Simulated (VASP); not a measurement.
# MgO (dscan) (Fm-3m) in VASP: relaxation of cell and atoms with r2SCAN

Aim: the relaxation of cell and atoms of MgO (dscan) with r2SCAN.

Everything below comes from runs of VASP 6.6.1. Logs are shortened: lines on timing, memory, paths and dates and some standing lists are left out, and cuts for length are marked.

**1. The cell of the first run**

It takes space group Fm-3m (No. 225, cubic). Conventional cell: a = 4.249 Å, b = 4.249 Å, c = 4.249 Å, α = 90.00°, β = 90.00°, γ = 90.00°. Mg (site symmetry m-3m) has 6 O at 2.12 Å within 2.8 Å. O (site symmetry m-3m) has 6 Mg at 2.12 Å within 2.8 Å.

**2. Relaxation of cell and atoms, r2SCAN**

File POSCAR:

```
MgO
1.0
    0.0000000000      2.1245000000      2.1245000000
    2.1245000000      0.0000000000      2.1245000000
    2.1245000000      2.1245000000      0.0000000000
Mg O
1 1
Direct
    0.0000000000      0.0000000000      0.0000000000
    0.5000000000      0.5000000000      0.5000000000
```

File INCAR.step1:

```
ALGO = Normal
EDIFF = 1E-5
EDIFFG = -0.005
ENCUT = 660
GGA = PE
GGA_COMPAT = False
IBRION = 2
ISIF = 3
ISMEAR = 0
LASPH = True
LCHARG = False
LREAL = False
LWAVE = True
NELM = 120
NELMIN = 4
NSW = 100
PREC = Accurate
SIGMA = 0.02
```

File INCAR.step2:

```
ALGO = Normal
EDIFF = 1E-7
EDIFFG = -0.002
ENCUT = 660
GGA_COMPAT = False
IBRION = 2
ISIF = 3
ISMEAR = 0
ISTART = 1
LASPH = True
LCHARG = False
LMIXTAU = True
LREAL = False
LWAVE = False
METAGGA = R2SCAN
NELM = 120
NELMIN = 4
NSW = 100
PREC = Accurate
SIGMA = 0.02
```

File KPOINTS:

```
k-points
0
Gamma
  8 8 8
```

Potentials or basis: VASP PAW PBE potentials, release 64 (Mg_sv, O).

The run is started by

```sh
cat potpaw_PBE.64/Mg_sv/POTCAR potpaw_PBE.64/O/POTCAR > POTCAR
cp INCAR.step1 INCAR
mpirun -np 1 vasp_std > vasp.out
cp INCAR.step2 INCAR
mpirun -np 1 vasp_std > vasp.out
```

OUTCAR:

```text
EDIFF = 1E-7
   EDIFFG = -0.002
   ENCUT = 660
   IBRION = 2
   ISIF = 3
   ISMEAR = 0
   ISTART = 1
   LASPH = True
   LREAL = False
   METAGGA = R2SCAN
   NELM = 120
   NELMIN = 4
   NSW = 100
   PREC = Accurate

 ion  position               nearest neighbor table
   1  0.000  0.000  0.000-   2 2.12   2 2.12   2 2.12   2 2.12   2 2.12   2 2.12
   2  0.500  0.500  0.500-   1 2.12   1 2.12   1 2.12   1 2.12   1 2.12   1 2.12

  LATTYP: Found a face centered cubic cell.
 ALAT       =     4.2490000000

  Lattice vectors:

 A1 = (   0.0000000000,   2.1245000000,   2.1245000000)
 A2 = (   2.1245000000,   0.0000000000,   2.1245000000)
 A3 = (   2.1245000000,   2.1245000000,   0.0000000000)

Analysis of symmetry for initial positions (statically):
=====================================================================
 Subroutine PRICEL returns:
 Original cell was already a primitive cell.

 Routine SETGRP: Setting up the symmetry group for a
 face centered cubic supercell.

 Subroutine GETGRP returns: Found 48 space group operations
 (whereof 48 operations were pure point group operations)
 out of a pool of 48 trial point group operations.

The static configuration has the point symmetry O_h .

Analysis of symmetry for dynamics (positions and initial velocities):
=====================================================================
 Subroutine PRICEL returns:
 Original cell was already a primitive cell.

 Routine SETGRP: Setting up the symmetry group for a
 face centered cubic supercell.

 Subroutine GETGRP returns: Found 48 space group operations
 (whereof 48 operations were pure point group operations)
 out of a pool of 48 trial point group operations.

The dynamic configuration has the point symmetry O_h .

 Subroutine INISYM returns: Found 48 space group operations
 (whereof 48 operations are pure point group operations),
 and found     1 'primitive' translations

----------------------------------------------------------------------------------------

                                     Primitive cell

  volume of cell :      19.1779

  direct lattice vectors                    reciprocal lattice vectors
     0.000000000  2.124500000  2.124500000    -0.235349494  0.235349494  0.235349494
     2.124500000  0.000000000  2.124500000     0.235349494 -0.235349494  0.235349494
     2.124500000  2.124500000  0.000000000     0.235349494  0.235349494 -0.235349494

  length of vectors
     3.004496713  3.004496713  3.004496713     0.407637281  0.407637281  0.407637281

  position of ions in fractional coordinates (direct lattice)
     0.000000000  0.000000000  0.000000000
     0.500000000  0.500000000  0.500000000

  ion indices of the primitive-cell ions
   primitive index   ion index
                 1           1
                 2           2

----------------------------------------------------------------------------------------

 KPOINTS: k-points

Automatic generation of k-mesh.
 Grid dimensions read from file:
 generate k-points for:    8    8    8

 Generating k-lattice:

  Cartesian coordinates                     Fractional coordinates (reciprocal lattice)
    -0.029418687  0.029418687  0.029418687     0.125000000  0.000000000  0.000000000
     0.029418687 -0.029418687  0.029418687     0.000000000  0.125000000  0.000000000
     0.029418687  0.029418687 -0.029418687     0.000000000  0.000000000  0.125000000

  Length of vectors
     0.050954660  0.050954660  0.050954660

  Shift w.r.t. Gamma in fractional coordinates (k-lattice)
     0.000000000  0.000000000  0.000000000

 Subroutine IBZKPT returns following result:
 ===========================================

 Found     29 irreducible k-points:

 Following reciprocal coordinates:
            Coordinates               Weight
  0.000000  0.000000  0.000000      1.000000
  0.125000  0.000000  0.000000      8.000000
  0.250000  0.000000  0.000000      8.000000
  0.375000  0.000000  0.000000      8.000000
  0.500000  0.000000  0.000000      4.000000
  0.125000  0.125000  0.000000      6.000000
[... 16 lines left out ...]
  0.500000  0.250000  0.125000     48.000000
 -0.375000  0.250000  0.125000     24.000000
 [... further k-points ...]
   k-points           NKPTS =     29   k-points in BZ     NKDIM =     29   number of bands    NBANDS=     12
   number of dos      NEDOS =    301   number of ions     NIONS =      2
   total plane-waves  NPLWV =  21952
   dimension x,y,z NGX =    28 NGY =   28 NGZ =   28
   dimension x,y,z NGXF=    56 NGYF=   56 NGZF=   56
   ions per type =               1   1
   NGX,Y,Z   is equivalent  to a cutoff of  15.49, 15.49, 15.49 a.u.
   NGXF,Y,Z  is equivalent  to a cutoff of  30.99, 30.99, 30.99 a.u.
 SYSTEM =  unknown system
   PREC   = accura    normal or accurate (medium, high low for compatibility)
   ISTART =      1    job   : 0-new  1-cont  2-samecut
   ICHARG =      0    charge: 1-file 2-atom 10-const
   ISPIN  =      1    spin polarized calculation?
   LNONCOLLINEAR =      F non collinear calculations
   LSORBIT =      F    spin-orbit coupling
   LASPH  =      T    aspherical Exc in radial PAW
   ENCUT  =  660.0 eV  48.51 Ry    6.96 a.u.   6.29  6.29  6.29*2*pi/ulx,y,z
   NELM   =    120;   NELMIN=  4; NELMDL=  0     # of ELM steps
   EDIFF  = 0.1E-06   stopping-criterion for ELM
   LREAL  =      F    real-space projection
   EDIFFG = -.2E-02   stopping-criterion for IOM
   NSW    =    100    number of steps for IOM
   IBRION =      2    ionic relax: 0-MD 1-quasi-New 2-CG
   NFREE  =      1    steps in history (QN), initial steepest desc. (CG)
   ISIF   =      3    stress and relaxation
   ISYM   =      2    0-nonsym 1-usesym 2-fastsym
   POTIM  = 0.5000    time-step for ionic-motion
   TEBEG  =    0.0;   TEEND  =   0.0 temperature during run
   PSTRESS=    0.0 pullay stress
   NELECT =      16.0000    total number of electrons
   NUPDOWN=      -1.0000    fix difference up-down
   EMIN   =  10.00;   EMAX   =-10.00  energy-range for DOS
   EFERMI =   0.00;   METHOD = LEGACY
   ISMEAR =     0;   SIGMA  =   0.02  broadening in eV -4-tet -1-fermi 0-gaus
   EFERMI_NEDOS =   21; number of points for ismear=-14 and -15
   IALGO  =     38    algorithm
   IMIX   =      4    mixing-type and parameters
     AMIX     =   0.40;   BMIX     =  1.00
     AMIX_MAG =   1.60;   BMIX_MAG =  1.00
  volume/ion in A,a.u.               =       9.59        64.71
  Fermi-wavevector in a.u.,A,eV,Ry     =   1.541161  2.912373 32.316260  2.375178
  Thomas-Fermi vector in A             =   2.647146
   LORBIT       =      0    0 simple, 1 ext, 2 COOP (PROOUT), +10 PAW based schemes
   METAGGA = R2SCAN    functional components
   LHFCALC =     F    Hartree Fock is set to
   AEXX    =    0.0000 exact exchange contribution
   IVDW    =     0    specifies the selected vdW correction
   LEPSILON=     F    determine dielectric tensor
   LRPA    =     F    only Hartree local field effects (RPA)
 conjugate gradient relaxation of ions
 non-spin polarized calculation
 Gauss-broadening in eV      SIGMA  =   0.02
  energy-cutoff  :      660.00
  volume of cell :       19.18
 maximum number of plane-waves:       754
 NGX is ok and might be reduce to    28
   NGX = 13   NGY = 13   NGZ = 13

--------------------------------------- Ionic step        1  -------------------------------------------

 number of electron      15.9999997 magnetization

 Free energy of the ion-electron system (eV)
  ---------------------------------------------------
  ext. energy  EPLUGINS =         0.00000000
  ---------------------------------------------------
  free energy    TOTEN  =       -16.16777472 eV

  energy without entropy =      -16.16777472  energy(sigma->0) =      -16.16777472

------------------------ aborting loop because EDIFF is reached ----------------------------------------

  FORCE on cell =-STRESS in cart. coord.  units (eV):
  Direction    XX          YY          ZZ          XY          YZ          ZX
  --------------------------------------------------------------------------------------
  -------------------------------------------------------------------------------------
  Total       -0.6034952     -0.6034952     -0.6034952     -0.0000000      0.0000000     -0.0000000
  in kB      -50.4178383    -50.4178383    -50.4178383     -0.0000000      0.0000000     -0.0000000
  external PRESSURE =     -50.4178383 kB  Pullay stress =       0.0000000 kB
[... 93 lines left out ...]
  energy  without entropy=      -16.1773163795  energy(sigma->0) =      -16.17731638

--------------------------------------- Ionic step        4  -------------------------------------------

 number of electron      15.9999994 magnetization

 Free energy of the ion-electron system (eV)
  ---------------------------------------------------
  ext. energy  EPLUGINS =         0.00000000
  ---------------------------------------------------
  free energy    TOTEN  =       -16.17731000 eV

  energy without entropy =      -16.17731000  energy(sigma->0) =      -16.17731000

 E-fermi :   2.7711     XC(G=0): -12.0778

 val. band max:        2.5574555721   @ k =   0.0000   0.0000   0.0000
 cond. band min:       8.2821201473   @ k =   0.0000   0.0000   0.0000
 fundamental gap:      5.7246645752
 Fermi energy:         2.7711080721

 k-point     1 :       0.0000    0.0000    0.0000
  band No.  band energies     occupation
      1     -72.3894      2.00000
      2     -37.4813      2.00000
      3     -37.4813      2.00000
      4     -37.4813      2.00000
      5     -15.6644      2.00000
      6       2.5575      2.00000
      7       2.5575      2.00000
      8       2.5575      2.00000
      9       8.2821      0.00000
     10      19.4576      0.00000
     11      19.4576      0.00000
     12      19.4576      0.00000
[... 331 lines left out ...]
 k-point    24 :      -0.3750    0.2500    0.1250
  band No.  band energies     occupation
      1     -72.3796      2.00000
      2     -37.5546      2.00000
      3     -37.5110      2.00000
      4     -37.4973      2.00000
      5     -14.2390      2.00000
      6      -1.4483      2.00000
      7       0.6094      2.00000
      8       1.5436      2.00000
      9      13.2580      0.00000
     10      15.9875      0.00000
     11      17.3820      0.00000
     12      20.8356      0.00000

 [... further k-points ...]

------------------------ aborting loop because EDIFF is reached ----------------------------------------

  FORCE on cell =-STRESS in cart. coord.  units (eV):
  Direction    XX          YY          ZZ          XY          YZ          ZX
  --------------------------------------------------------------------------------------
  -------------------------------------------------------------------------------------
  Total        0.0001639      0.0001639      0.0001639      0.0000000     -0.0000000     -0.0000000
  in kB        0.0141511      0.0141511      0.0141511      0.0000000     -0.0000000     -0.0000000
  external PRESSURE =       0.0141511 kB  Pullay stress =       0.0000000 kB
[... 17 lines left out ...]
  FREE ENERGIE OF THE ION-ELECTRON SYSTEM (eV)
  ---------------------------------------------------
  free  energy   TOTEN  =       -16.1773099967 eV

  energy  without entropy=      -16.1773099967  energy(sigma->0) =      -16.17731000

 reached required accuracy - stopping structural energy minimisation
```

Wall time 2.5 min (1 thread of Intel Xeon Platinum 8488C (Sapphire Rapids), shared host); peak memory 0.16 GiB.

Results:

```yaml
Free_energy: -16.1773 eV
Relaxed_volume: 9.28 Å³/atom
Relaxed_cell: a = 2.972 Å, b = 2.972 Å, c = 2.972 Å, α = 60.00°, β = 60.00°, γ = 60.00°
Space_group_after_relaxing_to_0.05_Å: Fm-3m (No. 225)
Energy_gained_by_relaxing: 4.8 meV/atom
Ionic_steps: 4
Pressure_after_relaxing: 0.0 GPa
Band_gap_on_the_k_mesh: 5.72 eV, direct
```

Step by step:
| step | energy change (eV) | largest force (eV/Å) | pressure (GPa) | volume (Å³) |
| --- | --- | --- | --- | --- |
| 1 | 0.0000 | 0.0000 | -5.04 | 19.18 |
| 2 | -0.0082 | 0.0000 | 1.78 | 18.35 |
| 3 | -0.0095 | 0.0000 | -0.14 | 18.57 |
| 4 | -0.0095 | 0.0000 | 0.00 | 18.56 |

Final structure:
```
CELL_PARAMETERS angstrom
0.00000 2.10126 2.10126
2.10126 0.00000 2.10126
2.10126 2.10126 0.00000
ATOMIC_POSITIONS crystal
Mg 0.00000 0.00000 0.00000
O 0.50000 0.50000 0.50000
```

Caveat: the PAW data sets were made with another functional, which shifts forces and pressure a little.
